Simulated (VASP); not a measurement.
## SiC: electric field gradients with PBE

SiC:

```xyz
4
Lattice="3.0344 0.0000 0.0000 -1.5172 2.6279 0.0000 0.0000 0.0000 4.9798" Properties=species:S:1:pos:R:3 pbc="T T T"
Si    0.0000    1.7519    0.0000
Si    1.5172    0.8760    2.4899
C     0.0000    1.7519    1.9172
C     1.5172    0.8760    4.4071
```

This cell differs from its parent crystal: volume scaled by 0.96.

| Property | Result |
| --- | --- |
| Program | VASP 6.6.1 |
| Task | electric field gradients |
| Functional | PBE |
| Potentials or basis | VASP PAW PBE potentials, release 64 (Si, C) |
| Cutoff | 520 eV |
| k mesh | 15 × 15 × 8 |
| Occupations | fermi-dirac, width 0.08 eV |
| Spin | no spin polarisation |
| Dipole correction | no |
| Further INCAR settings | ALGO = Normal; EDIFF = 1e-08; NBANDS = 16 |

```
Pressure               : 13.7 GPa
Largest force          : 0.819 eV/Å
Band gap on the k mesh : 2.25 eV, indirect (least direct gap 4.17 eV)
```

Forces in eV/Å, atoms in the order of the input:
```
Si   0.000  0.000  0.819
Si   0.000  0.000  0.819
C    0.000  0.000 -0.819
C    0.000  0.000 -0.819
```

Stress tensor (GPa, compression positive):
```
15.87  0.00  0.00
 0.00 15.87  0.00
 0.00  0.00  9.22
```

Levels at points of the mesh, in eV from the valence-band top:
```
           k point  band 5  band 6  band 7  band 8  band 9  band 10  band 11  band 12
(0.00, 0.00, 0.00)   -1.57   -0.27   -0.27    0.00    4.99     6.45     6.75     6.75
(0.00, 0.00, 0.50)   -0.97   -0.97   -0.97   -0.97    6.08     6.08     7.40     7.40
```

Electric field gradients, principal values (V/Å²):
| atom | least | middle | greatest (by size) |
| --- | --- | --- | --- |
| 1 Si | -9.071 | -9.072 | 18.143 |
| 2 Si | -9.071 | -9.072 | 18.143 |
| 3 C | -1.591 | -1.591 | 3.182 |
| 4 C | -1.591 | -1.591 | 3.182 |

Wall time 28 s on 1 thread of Intel(R) Xeon(R) 6975P-C (Granite Rapids) (shared host), peak memory 0.2 GiB.

Caveat: without QUAD_EFG the Cq values of the log hold for a quadrupole moment of 1 mb, not for the nuclei. A k mesh can miss the band edges.
